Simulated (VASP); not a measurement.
Set up this calculation in VASP 6.6.1, as the native input.

| Quantity | Value |
| --- | --- |
| Task | density of states |
| Functional | PBE |
| Potentials or basis | VASP PAW PBE potentials, release 64 (Al) |
| Cutoff | 400 eV |
| k mesh | 3 × 3 × 3 |
| Occupations | tetrahedron, width 0.1 eV |
| Spin | no spin polarisation |
| Dipole correction | no |
| k mesh for the DOS | 5 × 5 × 5 |
| Occupations for the DOS | tetrahedron |
| Further INCAR settings | ALGO = Normal; EDIFF = 1e-06; ISYM = 0 |

Al:

```xyz
1
Lattice="0.0000 2.0195 2.0195 2.0195 0.0000 2.0195 2.0195 2.0195 0.0000" Properties=species:S:1:pos:R:3 pbc="T T T"
Al    0.0000    0.0000    0.0000
```

These files were run (other wordings do the same):

POSCAR

```
Al
1.0
    0.0000000000      2.0194648466      2.0194648466
    2.0194648466      0.0000000000      2.0194648466
    2.0194648466      2.0194648466      0.0000000000
Al
1
Direct
    0.0000000000      0.0000000000      0.0000000000
```

INCAR.step1

```
PREC = Accurate ; ENCUT = 400
EDIFF = 1E-6 ; ISMEAR = -4
SIGMA = 0.1 ; LREAL = False
LASPH = True ; NELM = 120
ALGO = Normal ; ISIF = 2
LWAVE = False ; LCHARG = True
GGA = PE ; ISYM = 0
NBANDS = 8 ; GGA_COMPAT = False
NEDOS = 2001 ; LORBIT = 11
```

KPOINTS.step1

```
Automatic mesh
0
Gamma
  3 3 3
```

INCAR.step2

```
PREC = Accurate ; ENCUT = 400
EDIFF = 1E-6 ; ISMEAR = -5
SIGMA = 0.1 ; LREAL = False
LASPH = True ; NELM = 120
ALGO = Normal ; ISIF = 2
LWAVE = False ; LCHARG = False
GGA = PE ; LORBIT = 10
NEDOS = 2001 ; ICHARG = 11
ISYM = 0 ; GGA_COMPAT = False
```

KPOINTS.step2

```
Automatic mesh
0
Gamma
  5 5 5
```

Potentials or basis: VASP PAW PBE potentials, release 64 (Al).

Command:

```sh
$ cat potpaw_PBE.64/Al/POTCAR > POTCAR
$ cp INCAR.step1 INCAR
$ cp KPOINTS.step1 KPOINTS
$ mpirun -np 1 vasp_std > vasp.out
$ cp INCAR.step2 INCAR
$ cp KPOINTS.step2 KPOINTS
$ mpirun -np 1 vasp_std > vasp.out
```

It gave:

```yaml
Valence_electrons_inside_the_program's_atomic_spheres: Al 0.76
```

Caveat: the k points lie up to 0.90 Å⁻¹ apart.

It took 7.2 s on 1 thread of AMD EPYC 7R13 (shared host), peak memory 0.08 GiB.
